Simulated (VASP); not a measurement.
# Si3C (P-6m2) in VASP: notebook

The runs below take Si3C through single point, relaxation of cell and atoms, with PBE.

All numbers are computed with VASP 6.6.1; they aren't measurements. Logs are shortened: lines on timing, memory, paths and dates and some standing lists are left out, and cuts for length are marked.

**1. The cell of the first run**

The structure is hexagonal, space group P-6m2 (No. 187). Conventional cell: a = 2.800 Å, b = 2.800 Å, c = 7.645 Å, α = 90.00°, β = 90.00°, γ = 120.00°. Si (site symmetry 3m) has 3 C at 2.02 Å and 1 Si at 2.42 Å within 2.7 Å. Within 3.7 Å of Si (site symmetry -6m2) lie 12 Si at 2.80 to 3.07 Å. C (site symmetry -6m2) has 6 Si at 2.02 Å within 2.7 Å.

**2. Single point, PBE**

Input file INCAR:

```
PREC = Accurate ; ENCUT = 520
EDIFF = 1E-7 ; ISMEAR = 0
SIGMA = 0.1 ; LREAL = False
LASPH = True ; NELM = 60
ALGO = Normal ; ISIF = 2
LWAVE = False ; LCHARG = True
GGA = PE ; LELF = True
LVHAR = True ; NBANDS = 16
```

Input file KPOINTS:

```
Automatic mesh
0
Gamma
  6 6 2
```

Input file POSCAR:

```
Si3C
1.0
    2.7996751128      0.0000000029      0.0000000000
   -1.3998375590      2.4245897686      0.0000000000
    0.0000000000      0.0000000000      7.6451662623
Si C
3 1
Direct
    0.3333333333      0.6666666667      0.8418020351
    0.3333333333      0.6666666667      0.1581979649
    0.6666666667      0.3333333333      0.5000000000
    0.6666666667      0.3333333333      0.0000000000
```

Potentials or basis: VASP PAW PBE potentials, release 64 (Si, C).

Launch:

```sh
> cat potpaw_PBE.64/Si/POTCAR potpaw_PBE.64/C/POTCAR > POTCAR
> mpirun -np 1 vasp_std > vasp.out
```

OUTCAR:

```text
PREC = Accurate
   ENCUT = 520
   EDIFF = 1E-7
   ISMEAR = 0
   LREAL = False
   LASPH = True
   NELM = 60
   ISIF = 2
   GGA = PE

 ion  position               nearest neighbor table
   1  0.333  0.667  0.842-   4 2.02   4 2.02   4 2.02   2 2.42   3 3.07   3 3.07   3 3.07
   2  0.333  0.667  0.158-   4 2.02   4 2.02   4 2.02   1 2.42   3 3.07   3 3.07   3 3.07
   3  0.667  0.333  0.500-   1 3.07   2 3.07   1 3.07   2 3.07   1 3.07   2 3.07
   4  0.667  0.333  0.000-   1 2.02   2 2.02   1 2.02   2 2.02   1 2.02   2 2.02

  LATTYP: Found a hexagonal cell.
 ALAT       =     2.7996751128
 C/A-ratio  =     2.7307333724

  Lattice vectors:

 A1 = (   2.7996751128,   0.0000000029,   0.0000000000)
 A2 = (  -1.3998375590,   2.4245897686,   0.0000000000)
 A3 = (   0.0000000000,   0.0000000000,   7.6451662623)

Analysis of symmetry for initial positions (statically):
=====================================================================
 Subroutine PRICEL returns:
 Original cell was already a primitive cell.

 Routine SETGRP: Setting up the symmetry group for a
 hexagonal supercell.

 Subroutine GETGRP returns: Found 12 space group operations
 (whereof 12 operations were pure point group operations)
 out of a pool of 24 trial point group operations.

The static configuration has the point symmetry D_3h.

Analysis of symmetry for dynamics (positions and initial velocities):
=====================================================================
 Subroutine PRICEL returns:
 Original cell was already a primitive cell.

 Routine SETGRP: Setting up the symmetry group for a
 hexagonal supercell.

 Subroutine GETGRP returns: Found 12 space group operations
 (whereof 12 operations were pure point group operations)
 out of a pool of 24 trial point group operations.

The dynamic configuration has the point symmetry D_3h.

 Subroutine INISYM returns: Found 12 space group operations
 (whereof 12 operations are pure point group operations),
 and found     1 'primitive' translations

----------------------------------------------------------------------------------------

                                     Primitive cell

  volume of cell :      51.8959

  direct lattice vectors                    reciprocal lattice vectors
     2.799675113  0.000000003  0.000000000     0.357184301  0.206220453  0.000000000
    -1.399837559  2.424589769  0.000000000    -0.000000000  0.412440905  0.000000000
     0.000000000  0.000000000  7.645166262     0.000000000  0.000000000  0.130801603

  length of vectors
[... 78 lines left out ...]
   NSW    =      0    number of steps for IOM
   IBRION =     -1    ionic relax: 0-MD 1-quasi-New 2-CG
   NFREE  =      0    steps in history (QN), initial steepest desc. (CG)
   ISIF   =      2    stress and relaxation
   ISYM   =      2    0-nonsym 1-usesym 2-fastsym
   POTIM  = 0.5000    time-step for ionic-motion
   TEBEG  =    0.0;   TEEND  =   0.0 temperature during run
   PSTRESS=    0.0 pullay stress
   NELECT =      16.0000    total number of electrons
   NUPDOWN=      -1.0000    fix difference up-down
   EMIN   =  10.00;   EMAX   =-10.00  energy-range for DOS
   EFERMI =   0.00;   METHOD = LEGACY
   ISMEAR =     0;   SIGMA  =   0.10  broadening in eV -4-tet -1-fermi 0-gaus
   EFERMI_NEDOS =   21; number of points for ismear=-14 and -15
   IALGO  =     38    algorithm
   IMIX   =      4    mixing-type and parameters
     AMIX     =   0.40;   BMIX     =  1.00
     AMIX_MAG =   1.60;   BMIX_MAG =  1.00
  volume/ion in A,a.u.               =      12.97        87.55
  Fermi-wavevector in a.u.,A,eV,Ry     =   1.105954  2.089951 16.641763  1.223135
  Thomas-Fermi vector in A             =   2.242449
   LORBIT       =      0    0 simple, 1 ext, 2 COOP (PROOUT), +10 PAW based schemes
   GGA     = PE    functional components
   LHFCALC =     F    Hartree Fock is set to
   AEXX    =    0.0000 exact exchange contribution
   IVDW    =     0    specifies the selected vdW correction
   LEPSILON=     F    determine dielectric tensor
   LRPA    =     F    only Hartree local field effects (RPA)
 non-spin polarized calculation
 Gauss-broadening in eV      SIGMA  =   0.10
  energy-cutoff  :      520.00
  volume of cell :       51.90
 maximum number of plane-waves:      1432
 NGX is ok and might be reduce to    24
   NGX = 11   NGY = 11   NGZ = 29

 number of electron      16.0000000 magnetization

 Free energy of the ion-electron system (eV)
  ---------------------------------------------------
  ext. energy  EPLUGINS =         0.00000000
  ---------------------------------------------------
  free energy    TOTEN  =       -22.36498671 eV

  energy without entropy =      -22.35958544  energy(sigma->0) =      -22.36228608

 E-fermi :   9.0756     XC(G=0): -11.1164

 val. band max:        9.0703306140   @ k =   0.3333   0.0000   0.5000
 cond. band min:       9.3453886873   @ k =   0.5000   0.0000   0.0000
 fundamental gap:      0.2750580733
 Fermi energy:         9.0756000531

 k-point     1 :       0.0000    0.0000    0.0000
  band No.  band energies     occupation
      1      -7.9286      2.00000
      2      -2.5639      2.00000
      3      -2.4152      2.00000
      4       4.2133      2.00000
      5       4.5436      2.00000
      6       8.8497      1.99860
[... 243 lines left out ...]
      3       1.6369      2.00000
      4       3.0536      2.00000
      5       4.8258      2.00000
      6       5.5636      2.00000
[... 8 lines left out ...]
     15      16.4959      0.00000
     16      17.9067      0.00000

------------------------ aborting loop because EDIFF is reached ----------------------------------------

  FORCE on cell =-STRESS in cart. coord.  units (eV):
  Direction    XX          YY          ZZ          XY          YZ          ZX
  --------------------------------------------------------------------------------------
  -------------------------------------------------------------------------------------
  Total        0.0376076      0.0376076     -0.0803480     -0.0000000      0.0000000      0.0000000
  in kB        1.1610566      1.1610566     -2.4805778     -0.0000000      0.0000000      0.0000000
  external PRESSURE =      -0.0528216 kB  Pullay stress =       0.0000000 kB

 VOLUME and BASIS-vectors are now :
 -----------------------------------------------------------------------------
  energy-cutoff  :      520.00
  volume of cell :       51.90
      direct lattice vectors                 reciprocal lattice vectors
     2.799675113  0.000000003  0.000000000     0.357184301  0.206220453  0.000000000
    -1.399837559  2.424589769  0.000000000    -0.000000000  0.412440905  0.000000000
     0.000000000  0.000000000  7.645166262     0.000000000  0.000000000  0.130801603

 POSITION                                       TOTAL-FORCE (eV/Angst)
 -----------------------------------------------------------------------------------
     -0.00000      1.61639      6.43572         0.000000     -0.000000      0.026844
     -0.00000      1.61639      1.20945         0.000000     -0.000000     -0.026844
      1.39984      0.80820      3.82258         0.000000     -0.000000      0.000000
      1.39984      0.80820      0.00000        -0.000000      0.000000      0.000000
 -----------------------------------------------------------------------------------
    total drift:                               -0.000000      0.000000      0.000000

  FREE ENERGIE OF THE ION-ELECTRON SYSTEM (eV)
  ---------------------------------------------------
  free  energy   TOTEN  =       -22.3649867083 eV

  energy  without entropy=      -22.3595854421  energy(sigma->0) =      -22.36228608
```

stdout:

```text
POSCAR found type information on POSCAR SiC
 POSCAR found :  2 types and       4 ions
 scaLAPACK will be used
 LDA part: xc-table for (Slater+PW92), standard interpolation
 POSCAR, INCAR and KPOINTS ok, starting setup
 FFT: planning ... GRIDC
 FFT: planning ... GRID_SOFT
 FFT: planning ... GRID
 WAVECAR not read
 entering main loop
```

It took 12 s on 1 thread of AMD EPYC 9R45 (Zen 5), shared host; peak memory 0.14 GiB.

Results:

```
Free energy            : -22.3650 eV
Pressure               : 0.0 GPa
Largest force          : 0.027 eV/Å
Band gap on the k mesh : zero (band 8 reaches 13.06 eV, above the bottom of band 9 at 6.86 eV)
```

Forces in eV/Å, atoms in the order of the input:
```
Si   0.000  0.000  0.027
Si   0.000  0.000 -0.027
Si   0.000  0.000  0.000
C    0.000  0.000  0.000
```

Stress tensor (GPa, compression positive):
```
 0.12  0.00  0.00
 0.00  0.12  0.00
 0.00  0.00 -0.25
```

Caveat: the k points lie up to 0.43 Å⁻¹ apart.

**3. Single point, PBE**

This run uses another cell than the first one, of 14.60 Å³/atom, 1.125 times its volume.

Input file INCAR:

```
ALGO = Normal
EDIFF = 1E-6
ENCUT = 520
GGA = PE
ISIF = 2
ISMEAR = 0
LASPH = T
LCHARG = T
LELF = T
LREAL = F
LVHAR = T
LWAVE = F
NBANDS = 16
NELM = 60
PREC = Accurate
SIGMA = 0.1
```

Input file KPOINTS:

```
k-points
0
Gamma
  6 6 2
```

Input file POSCAR:

```
Si3C
1.0
    2.7491144700      0.0000000000      0.0000000000
   -1.3745572400      2.3808029700      0.0000000000
    0.0000000000      0.0000000000      8.9230438500
Si C
3 1
Direct
    0.3333333300      0.6666666700      0.7500000000
    0.3333333300      0.6666666700      0.2500000000
    0.6666666700      0.3333333300      0.5000000000
    0.6666666700      0.3333333300      0.0000000000
```

Potentials or basis: VASP PAW PBE potentials, release 64 (Si, C).

Launch:

```sh
> cat potpaw_PBE.64/Si/POTCAR potpaw_PBE.64/C/POTCAR > POTCAR
> mpirun -np 1 vasp_std > vasp.out
```

Wall time 10 s (1 thread of AMD EPYC 9R45 (Zen 5), shared host); peak memory 0.13 GiB.

It converged, with:

| Item | Value |
| --- | --- |
| Free energy | -18.9843 eV |
| Pressure | -12.2 GPa |
| Largest force | 1.645 eV/Å |
| Band gap on the k mesh | zero (band 8 reaches 11.09 eV, above the bottom of band 9 at 5.41 eV) |

Forces in eV/Å, atoms in the order of the input:
```
Si   0.000  0.000  1.645
Si   0.000  0.000 -1.645
Si   0.000  0.000  0.000
C    0.000  0.000  0.000
```

Stress tensor (GPa, compression positive):
```
 -9.58   0.00   0.00
  0.00  -9.58   0.00
  0.00   0.00 -17.51
```

Levels at points of the mesh, in eV from the Fermi level:
```csv
k point,band 4,band 5,band 6,band 7,band 8,band 9,band 10,band 11,band 12,band 13
"(0.00, 0.00, 0.00)",-7.68,-5.96,0.80,1.50,3.28,3.28,8.37,8.37,8.40,9.65
"(0.50, 0.00, 0.00)",-6.22,-5.51,-4.71,-2.08,-1.31,-1.16,1.06,1.72,3.68,3.99
"(0.00, 0.00, 0.50)",-9.55,-3.32,-2.74,3.28,3.28,4.53,6.77,8.34,8.34,9.68
"(0.50, 0.00, 0.50)",-6.18,-5.18,-3.77,-3.11,-3.10,1.23,1.74,1.81,3.05,3.54
```

Caveat: the k points lie up to 0.44 Å⁻¹ apart; forces of over 1 eV/Å act on the atoms, so gaps and moduli don't describe the material at rest.

**4. Relaxation of cell and atoms, PBE**

This run uses another cell than the first one, of 14.60 Å³/atom, 1.125 times its volume.

Input file INCAR:

```
ALGO = Normal ; EDIFF = 1E-6
EDIFFG = -0.04 ; ENCUT = 600
GGA = PE ; IBRION = 2
ISIF = 3 ; ISMEAR = 0
LASPH = True ; LCHARG = False
LREAL = False ; LWAVE = False
NELM = 100 ; NSW = 90
PREC = Accurate ; SIGMA = 0.1
```

KPOINTS is that of step 3.

POSCAR is that of step 3.

Launch:

```sh
> cat potpaw_PBE.64/Si/POTCAR potpaw_PBE.64/C/POTCAR > POTCAR
> mpirun -np 1 vasp_std > vasp.out
```

It took 2.2 min on 1 thread of AMD EPYC 9R45 (Zen 5), shared host; peak memory 0.16 GiB.

It converged, with:

| Quantity | Value |
| --- | --- |
| Free energy | -22.3687 eV |
| Relaxed volume | 13.00 Å³/atom |
| Relaxed cell | a = 2.802 Å, b = 2.802 Å, c = 7.647 Å, α = 90.00°, β = 90.00°, γ = 120.00° |
| Space group after relaxing (to 0.05 Å) | P-6m2 (No. 187) |
| Energy gained by relaxing | 846.1 meV/atom |
| Ionic steps | 20 |
| Pressure after relaxing | -0.2 GPa |
| Largest force after relaxing | 0.021 eV/Å |
| Band gap on the k mesh | zero (band 8 reaches 13.04 eV, above the bottom of band 9 at 6.85 eV) |

Forces on the atoms (eV/Å):
```
Si   0.000  0.000  0.021
Si   0.000  0.000 -0.021
Si   0.000  0.000  0.000
C    0.000  0.000  0.000
```

Step by step:
| step | energy change (eV) | largest force (eV/Å) | pressure (GPa) | volume (Å³) |
| --- | --- | --- | --- | --- |
| 1 | 0.0000 | 1.6453 | -12.23 | 58.40 |
| 2 | -0.7983 | 2.1691 | -2.27 | 49.46 |
| 3 | -0.8941 | 2.3003 | 6.41 | 45.79 |
| 4 | -1.4272 | 1.5053 | 9.77 | 44.03 |
| 5 | -1.7196 | 1.6614 | 16.82 | 42.54 |
| 6 | -1.1557 | 2.4044 | 54.71 | 39.65 |
| 7 | -1.7711 | 1.2030 | 21.09 | 42.02 |
| 8 | -2.0363 | 0.8137 | 21.12 | 42.52 |
| 9 | -2.6077 | 0.8236 | 25.33 | 44.02 |
| 10 | -2.5263 | 2.6651 | 30.43 | 44.61 |
| 11 | -2.6252 | 1.2035 | 26.43 | 44.19 |
| 12 | -3.0605 | 1.3279 | 15.73 | 46.92 |
| 13 | -3.3060 | 1.3709 | 6.40 | 50.39 |
| 14 | -3.3153 | 1.5613 | 4.43 | 51.38 |
| 15 | -3.3716 | 0.4051 | 1.08 | 52.04 |
| 16 | -3.3739 | 0.1441 | 0.33 | 52.21 |
| 17 | -3.3782 | 0.1341 | -0.03 | 52.29 |
| 18 | -3.3823 | 0.1025 | -0.76 | 52.49 |
| 19 | -3.3835 | 0.0600 | -0.59 | 52.32 |
| 20 | -3.3845 | 0.0205 | -0.23 | 52.00 |

Final structure:
```
Si C
1.0
     2.80210    0.00000    0.00000
    -1.40105    2.42669    0.00000
     0.00000    0.00000    7.64663
Si C
3 1
Direct
  0.33333 0.66667 0.84186
  0.33333 0.66667 0.15814
  0.66667 0.33333 0.50000
  0.66667 0.33333 0.00000
```

Levels at points of the mesh, in eV from the Fermi level:
| k point | band 4 | band 5 | band 6 | band 7 | band 8 | band 9 | band 10 | band 11 | band 12 |
| --- | --- | --- | --- | --- | --- | --- | --- | --- | --- |
| (0.00, 0.00, 0.00) | -4.85 | -4.52 | -0.24 | -0.24 | 3.98 | 6.67 | 7.80 | 7.80 | 7.85 |
| (0.50, 0.00, 0.00) | -5.87 | -5.07 | -4.60 | -2.70 | -0.11 | 0.27 | 0.84 | 3.34 | 3.93 |
| (0.00, 0.00, 0.50) | -7.61 | -0.61 | -0.24 | -0.24 | 0.76 | 6.68 | 7.84 | 7.84 | 9.75 |
| (0.50, 0.00, 0.50) | -5.80 | -4.92 | -2.81 | -2.70 | -2.43 | -1.35 | 3.15 | 3.47 | 5.71 |

Caveat: the k points lie up to 0.43 Å⁻¹ apart in the final cell.

**5. The runs side by side**

```csv
task,cell,cutoff (eV),gap on the mesh (eV),pressure (GPa),largest force (eV/Å)
single point,"a = 2.800, b = 2.800, c = 7.645 Å, angles 90.0, 90.0, 120.0°, 4 atoms",520,none,0.0,0.03
single point,"a = 2.749, b = 2.749, c = 8.923 Å, angles 90.0, 90.0, 120.0°, 4 atoms",520,none,-12.2,1.65
relaxation of cell and atoms,"relaxed from a = 2.749, b = 2.749, c = 8.923 Å, angles 90.0, 90.0, 120.0°, 4 atoms",600,none,-0.2,0.02
```

Alike in all rows: level PBE; potentials or basis VASP PAW PBE potentials, release 64 (Si, C); no spin polarisation; k mesh 6 × 6 × 2; smearing gaussian 0.1 eV.

Caveats: all runs use coarse meshes; forces of over 1 eV/Å act on the atoms, so gaps and moduli don't describe the material at rest (some runs).

Total energies depend on the potentials used, so only differences within one code and one set of settings carry meaning.
